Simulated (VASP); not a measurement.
# ZnSe (F-43m) in VASP: notebook, part 2 of 3

VASP 6.6.1. The steps go on from the part before.

## (4) Single point, PBEsol

This run uses another cell than the first one, of 22.02 Å³/atom, 1.014 times its volume.

INCAR reads:

```
SYSTEM = ZnSe
  PREC = Accurate
  ENCUT = 520
  EDIFF = 1E-6
  ISMEAR = 0
  SIGMA = 0.01
  LREAL = .FALSE.
  LASPH = .TRUE.
  NELM = 100
  ALGO = Normal
  ISIF = 2
  LWAVE = .FALSE.
  LCHARG = .FALSE.
  GGA = PS
  NBANDS = 16
```

KPOINTS reads:

```
Automatic mesh
0
G
  8 8 8
  0 0 0
```

POSCAR reads:

```
ZnSe
1.0
    0.0000000000      2.8027645003      2.8027645003
    2.8027645003      0.0000000000      2.8027645003
    2.8027645003      2.8027645003      0.0000000000
Zn Se
1 1
Direct
    0.0000000000      0.0000000000      0.0000000000
    0.7500000000      0.7500000000      0.7500000000
```

Potentials or basis: VASP PAW PBE potentials, release 64 (Zn, Se).

The run is started by

```console
> cat potpaw_PBE.64/Zn/POTCAR potpaw_PBE.64/Se/POTCAR > POTCAR
> mpirun -np 1 vasp_std > vasp.out
```

OUTCAR:

```text
SYSTEM = ZnSe
   PREC = Accurate
   ENCUT = 520
   EDIFF = 1E-6
   ISMEAR = 0
   LREAL = .FALSE.
   LASPH = .TRUE.
   NELM = 100
   ISIF = 2
   GGA = PS

 ion  position               nearest neighbor table
   1  0.000  0.000  0.000-   2 2.43   2 2.43   2 2.43   2 2.43
   2  0.750  0.750  0.750-   1 2.43   1 2.43   1 2.43   1 2.43

  LATTYP: Found a face centered cubic cell.
 ALAT       =     5.6055290006

  Lattice vectors:

 A1 = (   0.0000000000,   2.8027645003,   2.8027645003)
 A2 = (   2.8027645003,   0.0000000000,   2.8027645003)
 A3 = (   2.8027645003,   2.8027645003,   0.0000000000)

Analysis of symmetry for initial positions (statically):
=====================================================================
 Subroutine PRICEL returns:
 Original cell was already a primitive cell.

 Routine SETGRP: Setting up the symmetry group for a
 face centered cubic supercell.

 Subroutine GETGRP returns: Found 24 space group operations
 (whereof 24 operations were pure point group operations)
 out of a pool of 48 trial point group operations.

The static configuration has the point symmetry T_d .

Analysis of symmetry for dynamics (positions and initial velocities):
=====================================================================
 Subroutine PRICEL returns:
 Original cell was already a primitive cell.

 Routine SETGRP: Setting up the symmetry group for a
 face centered cubic supercell.

 Subroutine GETGRP returns: Found 24 space group operations
 (whereof 24 operations were pure point group operations)
 out of a pool of 48 trial point group operations.

The dynamic configuration has the point symmetry T_d .

 Subroutine INISYM returns: Found 24 space group operations
 (whereof 24 operations are pure point group operations),
 and found     1 'primitive' translations

----------------------------------------------------------------------------------------

                                     Primitive cell

  volume of cell :      44.0342

  direct lattice vectors                    reciprocal lattice vectors
     0.000000000  2.802764500  2.802764500    -0.178395295  0.178395295  0.178395295
     2.802764500  0.000000000  2.802764500     0.178395295 -0.178395295  0.178395295
     2.802764500  2.802764500  0.000000000     0.178395295  0.178395295 -0.178395295

  length of vectors
     3.963707568  3.963707568  3.963707568     0.308989715  0.308989715  0.308989715

  position of ions in fractional coordinates (direct lattice)
     0.000000000  0.000000000  0.000000000
     0.750000000  0.750000000  0.750000000

  ion indices of the primitive-cell ions
   primitive index   ion index
                 1           1
                 2           2

----------------------------------------------------------------------------------------

 KPOINTS: Automatic mesh

Automatic generation of k-mesh.
 Grid dimensions read from file:
 generate k-points for:    8    8    8

 Generating k-lattice:

  Cartesian coordinates                     Fractional coordinates (reciprocal lattice)
    -0.022299412  0.022299412  0.022299412     0.125000000  0.000000000  0.000000000
     0.022299412 -0.022299412  0.022299412     0.000000000  0.125000000  0.000000000
     0.022299412  0.022299412 -0.022299412     0.000000000  0.000000000  0.125000000

  Length of vectors
     0.038623714  0.038623714  0.038623714

  Shift w.r.t. Gamma in fractional coordinates (k-lattice)
     0.000000000  0.000000000  0.000000000

 Subroutine IBZKPT returns following result:
 ===========================================

 Found     29 irreducible k-points:

 Following reciprocal coordinates:
            Coordinates               Weight
  0.000000  0.000000  0.000000      1.000000
  0.125000  0.000000  0.000000      8.000000
  0.250000  0.000000  0.000000      8.000000
  0.375000  0.000000  0.000000      8.000000
  0.500000  0.000000  0.000000      4.000000
  0.125000  0.125000  0.000000      6.000000
[... 16 lines left out ...]
  0.500000  0.250000  0.125000     48.000000
 -0.375000  0.250000  0.125000     24.000000
 [... further k-points ...]
   k-points           NKPTS =     29   k-points in BZ     NKDIM =     29   number of bands    NBANDS=     16
   number of dos      NEDOS =    301   number of ions     NIONS =      2
   total plane-waves  NPLWV =  27000
   dimension x,y,z NGX =    30 NGY =   30 NGZ =   30
   dimension x,y,z NGXF=    60 NGYF=   60 NGZF=   60
   ions per type =               1   1
   NGX,Y,Z   is equivalent  to a cutoff of  12.58, 12.58, 12.58 a.u.
   NGXF,Y,Z  is equivalent  to a cutoff of  25.17, 25.17, 25.17 a.u.
 SYSTEM =  ZnSe
   PREC   = accura    normal or accurate (medium, high low for compatibility)
   ISTART =      0    job   : 0-new  1-cont  2-samecut
   ICHARG =      2    charge: 1-file 2-atom 10-const
   ISPIN  =      1    spin polarized calculation?
   LNONCOLLINEAR =      F non collinear calculations
   LSORBIT =      F    spin-orbit coupling
   LASPH  =      T    aspherical Exc in radial PAW
   ENCUT  =  520.0 eV  38.22 Ry    6.18 a.u.   7.37  7.37  7.37*2*pi/ulx,y,z
   NELM   =    100;   NELMIN=  2; NELMDL= -5     # of ELM steps
   EDIFF  = 0.1E-05   stopping-criterion for ELM
   LREAL  =      F    real-space projection
   EDIFFG = 0.1E-04   stopping-criterion for IOM
   NSW    =      0    number of steps for IOM
   IBRION =     -1    ionic relax: 0-MD 1-quasi-New 2-CG
   NFREE  =      0    steps in history (QN), initial steepest desc. (CG)
   ISIF   =      2    stress and relaxation
   ISYM   =      2    0-nonsym 1-usesym 2-fastsym
   POTIM  = 0.5000    time-step for ionic-motion
   TEBEG  =    0.0;   TEEND  =   0.0 temperature during run
   PSTRESS=    0.0 pullay stress
   NELECT =      18.0000    total number of electrons
   NUPDOWN=      -1.0000    fix difference up-down
   EMIN   =  10.00;   EMAX   =-10.00  energy-range for DOS
   EFERMI =   0.00;   METHOD = LEGACY
   ISMEAR =     0;   SIGMA  =   0.01  broadening in eV -4-tet -1-fermi 0-gaus
   EFERMI_NEDOS =   21; number of points for ismear=-14 and -15
   IALGO  =     38    algorithm
   IMIX   =      4    mixing-type and parameters
     AMIX     =   0.40;   BMIX     =  1.00
     AMIX_MAG =   1.60;   BMIX_MAG =  1.00
  volume/ion in A,a.u.               =      22.02       148.58
  Fermi-wavevector in a.u.,A,eV,Ry     =   1.214980  2.295979 20.084593  1.476176
  Thomas-Fermi vector in A             =   2.350382
   LORBIT       =      0    0 simple, 1 ext, 2 COOP (PROOUT), +10 PAW based schemes
   GGA     = PS    functional components
   LHFCALC =     F    Hartree Fock is set to
   AEXX    =    0.0000 exact exchange contribution
   IVDW    =     0    specifies the selected vdW correction
   LEPSILON=     F    determine dielectric tensor
   LRPA    =     F    only Hartree local field effects (RPA)
 non-spin polarized calculation
 Gauss-broadening in eV      SIGMA  =   0.01
  energy-cutoff  :      520.00
  volume of cell :       44.03
 maximum number of plane-waves:      1243
 NGX is ok and might be reduce to    30
   NGX = 15   NGY = 15   NGZ = 15

 number of electron      17.9999988 magnetization

 Free energy of the ion-electron system (eV)
  ---------------------------------------------------
  ext. energy  EPLUGINS =         0.00000000
  ---------------------------------------------------
  free energy    TOTEN  =        -6.76991452 eV

  energy without entropy =       -6.76991452  energy(sigma->0) =       -6.76991452

 E-fermi :   1.8237     XC(G=0):  -9.6774

 val. band max:        1.7767702542   @ k =   0.0000   0.0000   0.0000
 cond. band min:       3.0799078506   @ k =   0.0000   0.0000   0.0000
 fundamental gap:      1.3031375964
 Fermi energy:         1.8236744576

 k-point     1 :       0.0000    0.0000    0.0000
  band No.  band energies     occupation
      1     -11.7282      2.00000
      2      -4.9071      2.00000
      3      -4.9071      2.00000
      4      -4.9071      2.00000
      5      -4.5047      2.00000
      6      -4.5047      2.00000
[... 8 lines left out ...]
     15      13.2741      0.00000
     16      13.2741      0.00000

 k-point     2 :       0.1250    0.0000    0.0000
  band No.  band energies     occupation
      1     -11.6201      2.00000
      2      -4.9036      2.00000
      3      -4.8900      2.00000
      4      -4.8900      2.00000
      5      -4.5064      2.00000
      6      -4.5064      2.00000
[... 8 lines left out ...]
     15      12.4239      0.00000
     16      12.5246      0.00000
[... 387 lines left out ...]
      5      -4.4925      2.00000
      6      -4.4408      2.00000
[... 8 lines left out ...]
     15      14.4170      0.00000
     16      15.4806      0.00000

 k-point    24 :      -0.3750    0.2500    0.1250
  band No.  band energies     occupation
      1     -10.7292      2.00000
      2      -4.8001      2.00000
      3      -4.7561      2.00000
      4      -4.5444      2.00000
      5      -4.4980      2.00000
      6      -4.2797      2.00000
[... 8 lines left out ...]
     15      14.5164      0.00000
     16      15.3878      0.00000

 [... further k-points ...]
[... 5 lines left out ...]
  --------------------------------------------------------------------------------------
  -------------------------------------------------------------------------------------
  Total        0.3544163      0.3544163      0.3544163      0.0000000      0.0000000     -0.0000000
  in kB       12.8953883     12.8953883     12.8953883      0.0000000      0.0000000     -0.0000000
  external PRESSURE =      12.8953883 kB  Pullay stress =       0.0000000 kB

 VOLUME and BASIS-vectors are now :
 -----------------------------------------------------------------------------
  energy-cutoff  :      520.00
  volume of cell :       44.03
      direct lattice vectors                 reciprocal lattice vectors
     0.000000000  2.802764500  2.802764500    -0.178395295  0.178395295  0.178395295
     2.802764500  0.000000000  2.802764500     0.178395295 -0.178395295  0.178395295
     2.802764500  2.802764500  0.000000000     0.178395295  0.178395295 -0.178395295

 POSITION                                       TOTAL-FORCE (eV/Angst)
 -----------------------------------------------------------------------------------
      0.00000      0.00000      0.00000        -0.000000     -0.000000      0.000000
      4.20415      4.20415      4.20415         0.000000      0.000000     -0.000000
 -----------------------------------------------------------------------------------
    total drift:                               -0.000001     -0.000001     -0.000001

  FREE ENERGIE OF THE ION-ELECTRON SYSTEM (eV)
  ---------------------------------------------------
  free  energy   TOTEN  =        -6.7699145250 eV

  energy  without entropy=       -6.7699145250  energy(sigma->0) =       -6.76991452
```

stdout:

```text
POSCAR found type information on POSCAR ZnSe
 POSCAR found :  2 types and       2 ions
 scaLAPACK will be used
 -----------------------------------------------------------------------------
|                                                                             |
|                                                                             |
|     You enforced a specific xc type in the INCAR file but a different       |
|     I HOPE YOU KNOW WHAT YOU ARE DOING!                                     |
|                                                                             |
 -----------------------------------------------------------------------------

 LDA part: xc-table for (Slater+PW92), standard interpolation
 POSCAR, INCAR and KPOINTS ok, starting setup
 FFT: planning ... GRIDC
 FFT: planning ... GRID_SOFT
 FFT: planning ... GRID
 WAVECAR not read
 entering main loop
```

Wall time 17 s (1 thread of AMD EPYC 7R13, shared host); peak memory 0.18 GiB.

What came out:

```
Free energy            : -6.7699 eV
Pressure               : 1.3 GPa
Band gap on the k mesh : 1.30 eV, direct
```

Levels at points of the mesh, in eV from the valence-band top:
| k point | band 6 | band 7 | band 8 | band 9 | band 10 | band 11 | band 12 | band 13 |
| --- | --- | --- | --- | --- | --- | --- | --- | --- |
| (0.00, 0.00, 0.00) | -6.28 | 0.00 | 0.00 | 0.00 | 1.30 | 5.72 | 5.72 | 5.72 |
| (0.50, 0.00, 0.00) | -6.11 | -5.50 | -0.93 | -0.93 | 2.50 | 6.29 | 6.29 | 8.49 |
| (0.50, 0.50, 0.00) | -6.09 | -4.93 | -2.33 | -2.33 | 2.76 | 3.36 | 10.85 | 11.40 |

Caveat: the PAW data sets were made with another functional, which shifts forces and pressure a little.

## (5) Relaxation of cell and atoms, PBEsol, target pressure 1 GPa, at which the enthalpy is minimised

This run uses another cell than the first one, of 22.34 Å³/atom, 1.029 times its volume.

INCAR reads:

```
SYSTEM = ZnSe
PREC = Accurate ; ENCUT = 600
EDIFF = 1E-6 ; ISMEAR = 0
SIGMA = 0.01 ; LREAL = .FALSE.
LASPH = .TRUE. ; NELM = 100
ALGO = Normal ; ISIF = 3
LWAVE = .FALSE. ; LCHARG = .FALSE.
GGA = PS ; IBRION = 2
NSW = 100 ; EDIFFG = -0.002
PSTRESS = 10.0
```

KPOINTS is that of step 4.

POSCAR reads:

```
ZnSe
1.0
    0.0000000000      2.8165937340      2.8165937340
    2.8165937340      0.0000000000      2.8165937340
    2.8165937340      2.8165937340      0.0000000000
Zn Se
1 1
Direct
    0.0000000000      0.0000000000      0.0000000000
    0.7500000000      0.7500000000      0.7500000000
```

The run is started by

```console
> cat potpaw_PBE.64/Zn/POTCAR potpaw_PBE.64/Se/POTCAR > POTCAR
> mpirun -np 1 vasp_std > vasp.out
```

Wall time 39 s (1 thread of AMD EPYC 7R13, shared host); peak memory 0.2 GiB.

Results (log left out):

* Free energy: -6.7712 eV
* Relaxed volume: 22.11 Å³/atom
* Relaxed cell: a = 3.969 Å, b = 3.969 Å, c = 3.969 Å, α = 60.00°, β = 60.00°, γ = 60.00°
* Space group after relaxing (to 0.05 Å): F-43m (No. 216)
* Energy change on relaxing (the enthalpy is what falls): +0.9 meV/atom
* Ionic steps: 6
* Pressure after relaxing: 1.0 GPa
* Band gap on the k mesh: 1.29 eV, direct

The path:
| step | energy change (eV) | largest force (eV/Å) | pressure (GPa) | volume (Å³) |
| --- | --- | --- | --- | --- |
| 1 | 0.0000 | 0.0000 | 0.25 | 44.69 |
| 2 | 0.0032 | 0.0000 | 1.43 | 44.02 |
| 3 | 0.0018 | 0.0000 | 1.02 | 44.21 |
| 4 | 0.0018 | 0.0000 | 0.94 | 44.22 |
| 5 | 0.0018 | 0.0000 | 0.98 | 44.22 |
| 6 | 0.0018 | 0.0000 | 1.00 | 44.22 |

Final structure:
```
CELL_PARAMETERS angstrom
0.00000 2.80663 2.80663
2.80663 0.00000 2.80663
2.80663 2.80663 0.00000
ATOMIC_POSITIONS crystal
Zn 0.00000 0.00000 0.00000
Se 0.75000 0.75000 0.75000
```

Levels at points of the mesh, in eV from the valence-band top:
| k point | band 7 | band 8 | band 9 | band 10 | band 11 | band 12 |
| --- | --- | --- | --- | --- | --- | --- |
| (0.00, 0.00, 0.00) | 0.00 | 0.00 | 0.00 | 1.29 | 5.72 | 5.72 |
| (0.50, 0.00, 0.00) | -5.47 | -0.92 | -0.92 | 2.49 | 6.30 | 6.30 |
| (0.50, 0.50, 0.00) | -4.92 | -2.32 | -2.32 | 2.77 | 3.36 | 10.82 |

Caveat: the cell is relaxed towards a set pressure, so the enthalpy falls and the energy may rise; the PAW data sets were made with another functional, which shifts forces and pressure a little.

(Part 2 of 3 ends here.)
